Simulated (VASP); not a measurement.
The system is Li2BrF.

```
F Br Li
1.0
     1.73538    1.00192    5.46846
    -1.73538    1.00192    5.46846
     0.00000   -2.00384    5.46846
F Br Li
1 1 2
Direct
  0.00000 0.00000 0.00000
  0.50000 0.50000 0.50000
  0.26702 0.26702 0.26702
  0.73298 0.73298 0.73298
```

Base run:

| Property | Result |
| --- | --- |
| Program | VASP 6.6.1 |
| Functional | PBE |
| Potentials or basis | VASP PAW PBE potentials, release 64 (F, Br, Li_sv) |
| Cutoff | 520 eV |
| k mesh | 8 × 8 × 8 |
| Occupations | fermi-dirac, width 0.02 eV |
| Spin | no spin polarisation |

Its results: band gap on the k mesh 3.45 eV, direct; largest force 0.006 eV/Å.

Task: The run is repeated on the same cell with these changes: functional from PBE to r2SCAN. What comes out?

Result: Band gap on the k mesh 4.16 eV, direct; largest force 0.015 eV/Å.

r2SCAN gives the wider gap, since meta-GGAs in the generalised Kohn-Sham scheme recover part of the derivative discontinuity.

Caveats: the PAW data sets were made with another functional, which shifts forces and pressure a little (some runs).

A k mesh can miss the band edges.
